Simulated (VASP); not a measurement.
AlN, 4 atoms in the cell. It takes space group P3m1 (No. 156, trigonal). The conventional cell has a = 3.130 Å, b = 3.130 Å, c = 5.018 Å, α = 90.00°, β = 90.00°, γ = 120.00°. Al (site symmetry 3m) has 4 N at 1.84 to 2.14 Å within 2.4 Å. Within 2.5 Å of Al (site symmetry 3m) lie 4 N at 1.90 to 1.91 Å. Within 2.5 Å of N (site symmetry 3m) lie 4 Al at 1.90 to 2.14 Å. Within 2.4 Å of N (site symmetry 3m) lie 4 Al at 1.84 to 1.91 Å.  This cell differs from its parent crystal: atom 1 (Al) moved by (+0.000, -0.225) A along x and z.

* Program: VASP 6.6.1
* Task: single point
* Functional: PBE
* Potentials or basis: VASP PAW PBE potentials, release 64 (Al, N)
* Cutoff: 520 eV
* k mesh: 12 × 12 × 6
* Occupations: gaussian, width 0.05 eV
* Spin: no spin polarisation
* Dipole correction: no
* Further INCAR settings: ALGO = Normal; EDIFF = 1e-07; NBANDS = 16

Potentials or basis: VASP PAW PBE potentials, release 64 (Al, N).

The run is started by

```bash
$ cat potpaw_PBE.64/Al/POTCAR potpaw_PBE.64/N/POTCAR > POTCAR
$ mpirun -np 1 vasp_std > vasp.out
```

Hardware: 1 thread of Intel(R) Xeon(R) 6975P-C (Granite Rapids), with other jobs on the host.

Q: Estimate the wall time of this run.

A: It took 23 s on 1 thread of Intel(R) Xeon(R) 6975P-C (Granite Rapids), on a shared host, peak memory 0.19 GiB. Counts: scf iterations 15, k points 100.
